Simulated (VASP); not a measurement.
# InAgS (P4/mmm) in VASP: further runs, part 2 of 2

VASP 6.6.1. Earlier steps stand in the parts before.

### Step 3. Single point, PBE

Contents of INCAR:

```
  PREC = Accurate
  ENCUT = 520
  EDIFF = 1E-7
  ISMEAR = 0
  SIGMA = 0.1
  LREAL = F
  LASPH = T
  NELM = 100
  ALGO = Normal
  ISIF = 2
  LWAVE = F
  LCHARG = T
  GGA = PE
  LELF = T
  LVHAR = T
  NBANDS = 22
```

Contents of KPOINTS:

```
regular mesh
0
Gamma
  4 4 4
```

Contents of POSCAR:

```
InAgS
1.0
    4.3067966747      0.0000000000      0.0000000000
    0.0000000000      4.3067966747      0.0000000000
    0.0000000000      0.0000000000      4.6968090969
In Ag S
1 1 1
Direct
    0.0000000000      0.0000000000      0.0000000000
    0.5000000000      0.5000000000      0.5000000000
    0.5000000000      0.5000000000      0.0000000000
```

Potentials or basis: VASP PAW PBE potentials, release 64 (In_d, Ag, S).

The run is started by

```sh
$ cat potpaw_PBE.64/In_d/POTCAR potpaw_PBE.64/Ag/POTCAR potpaw_PBE.64/S/POTCAR > POTCAR
$ mpirun -np 1 vasp_std > vasp.out
```

OUTCAR:

```text
PREC = Accurate
   ENCUT = 520
   EDIFF = 1E-7
   ISMEAR = 0
   LREAL = F
   LASPH = T
   NELM = 100
   ISIF = 2
   GGA = PE

 ion  position               nearest neighbor table
   1  0.000  0.000  0.000-   3 3.05   3 3.05   3 3.05   3 3.05
   2  0.500  0.500  0.500-   3 2.35   3 2.35
   3  0.500  0.500  0.000-   2 2.35   2 2.35   1 3.05   1 3.05   1 3.05   1 3.05

  LATTYP: Found a simple tetragonal cell.
 ALAT       =     4.3067966747
 C/A-ratio  =     1.0905574262

  Lattice vectors:
[... 632 lines left out ...]

  FORCE on cell =-STRESS in cart. coord.  units (eV):
  Direction    XX          YY          ZZ          XY          YZ          ZX
  --------------------------------------------------------------------------------------
  -------------------------------------------------------------------------------------
  Total       -0.0255192     -0.0255192      0.0814134      0.0000000      0.0000000      0.0000000
  in kB       -0.4693158     -0.4693158      1.4972513      0.0000000      0.0000000      0.0000000
  external PRESSURE =       0.1862066 kB  Pullay stress =       0.0000000 kB

 VOLUME and BASIS-vectors are now :
 -----------------------------------------------------------------------------
  energy-cutoff  :      520.00
  volume of cell :       87.12
      direct lattice vectors                 reciprocal lattice vectors
     4.306796675  0.000000000  0.000000000     0.232191133  0.000000000  0.000000000
     0.000000000  4.306796675  0.000000000     0.000000000  0.232191133  0.000000000
     0.000000000  0.000000000  4.696809097     0.000000000  0.000000000  0.212910506

 POSITION                                       TOTAL-FORCE (eV/Angst)
 -----------------------------------------------------------------------------------
      0.00000      0.00000      0.00000         0.000000      0.000000      0.000000
      2.15340      2.15340      2.34840         0.000000      0.000000      0.000000
      2.15340      2.15340      0.00000         0.000000      0.000000      0.000000
 -----------------------------------------------------------------------------------
    total drift:                                0.000000     -0.000000     -0.000000

  FREE ENERGIE OF THE ION-ELECTRON SYSTEM (eV)
  ---------------------------------------------------
  free  energy   TOTEN  =        -9.3194491280 eV

  energy  without entropy=       -9.3159627202  energy(sigma->0) =       -9.31770592
```

Wall time 49 s (1 thread of AMD EPYC 7R43 (Zen 3), shared host); peak memory 0.16 GiB.

Results:

- Free energy: -9.3194 eV
- Pressure: 0.0 GPa
- Band gap on the k mesh: zero (band 15 reaches 4.38 eV, above the bottom of band 16 at 3.97 eV)

Levels at points of the mesh, in eV from the Fermi level:
| k point | band 12 | band 13 | band 14 | band 15 | band 16 | band 17 | band 18 | band 19 |
| --- | --- | --- | --- | --- | --- | --- | --- | --- |
| (0.00, 0.00, 0.00) | -3.96 | -3.06 | -3.06 | -3.04 | 0.26 | 3.14 | 4.64 | 5.08 |
| (0.50, 0.00, 0.00) | -4.37 | -3.68 | -2.43 | -0.04 | 0.26 | 2.65 | 2.77 | 3.04 |
| (0.50, 0.50, 0.00) | -4.36 | -4.30 | -3.57 | -3.43 | 1.94 | 3.34 | 3.34 | 3.44 |
| (0.00, 0.00, 0.50) | -4.11 | -3.58 | -1.85 | -1.85 | 2.01 | 4.58 | 4.58 | 4.96 |
| (0.50, 0.00, 0.50) | -3.86 | -2.97 | -1.36 | -0.97 | 0.57 | 1.68 | 3.19 | 5.08 |
| (0.50, 0.50, 0.50) | -3.56 | -2.69 | -2.69 | -2.39 | 1.26 | 1.62 | 1.62 | 5.54 |

Caveat: the k points lie up to 0.36 Å⁻¹ apart; spin-orbit coupling is left out, which moves the levels of the heavy elements.

### Step 4. Relaxation of cell and atoms, PBE

This run uses another cell than the first one, of 25.33 Å³/atom, 0.872 times its volume.

Contents of INCAR:

```
SYSTEM = InAgS
PREC     = Accurate       ! precision mode
ENCUT    = 600            ! plane-wave cutoff, eV
EDIFF    = 1E-6           ! SCF threshold, eV
ISMEAR   = 0              ! smearing method
SIGMA    = 0.1            ! smearing width, eV
LREAL    = .FALSE.        ! projectors in reciprocal space
LASPH    = .TRUE.         ! aspherical terms in the spheres
NELM     = 60             ! most SCF steps
ALGO     = Normal         ! electronic algorithm
ISIF     = 3              ! what is computed and relaxed
LWAVE    = .FALSE.        ! write WAVECAR
LCHARG   = .FALSE.        ! write CHGCAR
GGA      = PE             ! functional
IBRION   = 2              ! ionic algorithm
NSW      = 90             ! ionic steps
EDIFFG   = -0.04          ! ionic threshold
```

Contents of KPOINTS:

```
regular mesh
0
G
  4 4 4
  0 0 0
```

Contents of POSCAR:

```
InAgS
1.0
    4.2991035300      0.0000000000      0.0000000000
    0.0000000000      4.2991035300      0.0000000000
    0.0000000000      0.0000000000      4.1109438300
In Ag S
1 1 1
Direct
    0.0000000000      0.0000000000      0.0000000000
    0.5000000000      0.5000000000      0.5000000000
    0.5000000000      0.5000000000      0.0000000000
```

The run is started by

```sh
$ cat potpaw_PBE.64/In_d/POTCAR potpaw_PBE.64/Ag/POTCAR potpaw_PBE.64/S/POTCAR > POTCAR
$ mpirun -np 1 vasp_std > vasp.out
```

It took 3.5 min on 1 thread of AMD EPYC 7R43 (Zen 3), shared host; peak memory 0.21 GiB.

It converged, with:

| Item | Value |
| --- | --- |
| Free energy | -9.3155 eV |
| Relaxed volume | 29.26 Å³/atom |
| Relaxed cell | a = 4.324 Å, b = 4.324 Å, c = 4.695 Å, α = 90.00°, β = 90.00°, γ = 90.00° |
| Space group after relaxing (to 0.05 Å) | P4/mmm (No. 123) |
| Energy gained by relaxing | 371.4 meV/atom |
| Ionic steps | 6 |
| Pressure after relaxing | -0.1 GPa |
| Band gap on the k mesh | zero (band 15 reaches 4.30 eV, above the bottom of band 16 at 3.92 eV) |

Stress tensor (GPa, compression positive):
```
-0.19  0.00  0.00
 0.00 -0.19  0.00
 0.00  0.00  0.08
```

The path:
```tsv
step	energy change (eV)	largest force (eV/Å)	pressure (GPa)	volume (Å³)
1	0.0000	0.0000	15.52	75.98
2	-0.6074	0.0000	-4.35	103.88
3	-1.1114	0.0000	-0.62	88.91
4	-1.1131	0.0000	-0.41	88.53
5	-1.1136	0.0000	-0.19	88.18
6	-1.1143	0.0000	-0.10	87.77
```

Final structure:
```cif
data_structure
_symmetry_space_group_name_H-M 'P 1'
_symmetry_Int_Tables_number 1
_cell_length_a 4.3235
_cell_length_b 4.3235
_cell_length_c 4.6953
_cell_angle_alpha 90.000
_cell_angle_beta 90.000
_cell_angle_gamma 90.000
_cell_volume 87.77
loop_
_atom_site_label
_atom_site_type_symbol
_atom_site_fract_x
_atom_site_fract_y
_atom_site_fract_z
_atom_site_occupancy
In1 In 0.00000 0.00000 0.00000 1
Ag1 Ag 0.50000 0.50000 0.50000 1
S1 S 0.50000 0.50000 0.00000 1
```

Levels at points of the mesh, in eV from the Fermi level:
| k point | band 13 | band 14 | band 15 | band 16 | band 17 | band 18 |
| --- | --- | --- | --- | --- | --- | --- |
| (0.00, 0.00, 0.00) | -3.03 | -3.01 | -3.01 | 0.30 | 3.15 | 4.66 |
| (0.50, 0.00, 0.00) | -3.64 | -2.40 | -0.06 | 0.29 | 2.67 | 2.80 |
| (0.50, 0.50, 0.00) | -4.27 | -3.53 | -3.41 | 1.96 | 3.36 | 3.36 |
| (0.00, 0.00, 0.50) | -3.58 | -1.81 | -1.81 | 2.00 | 4.58 | 4.58 |
| (0.50, 0.00, 0.50) | -2.93 | -1.33 | -0.93 | 0.55 | 1.70 | 3.20 |
| (0.50, 0.50, 0.50) | -2.64 | -2.64 | -2.37 | 1.26 | 1.65 | 1.65 |

Caveat: the k points lie up to 0.36 Å⁻¹ apart in the final cell; the volume moved by over 15 % at a fixed basis, so the end points are rough; spin-orbit coupling is left out, which moves the levels of the heavy elements.

### Step 5. Summary

| task | cell | k mesh | cutoff (eV) | gap on the mesh (eV) | pressure (GPa) | relaxed volume (Å³/atom) |
| --- | --- | --- | --- | --- | --- | --- |
| relaxation of cell and atoms | relaxed from a = 4.307, b = 4.307, c = 4.697 Å, 3 atoms | 12 × 12 × 10 | 600 | none | 0.0 | 29.89 |
| single point | a = 4.307, b = 4.307, c = 4.697 Å, 3 atoms | 4 × 4 × 4 | 520 | none | 0.0 | - |
| relaxation of cell and atoms | relaxed from a = 4.299, b = 4.299, c = 4.111 Å, 3 atoms | 4 × 4 × 4 | 600 | none | -0.1 | 29.26 |

Alike in all rows: level PBE; potentials or basis VASP PAW PBE potentials, release 64 (In_d, Ag, S); no spin polarisation; smearing gaussian 0.1 eV.

Caveats: some runs use coarse meshes; spin-orbit coupling is left out, which moves the levels of the heavy elements; the volume moved by over 15 % at a fixed basis, so the end points are rough (some runs).

Absolute energies hang on the potentials; compare differences alone.
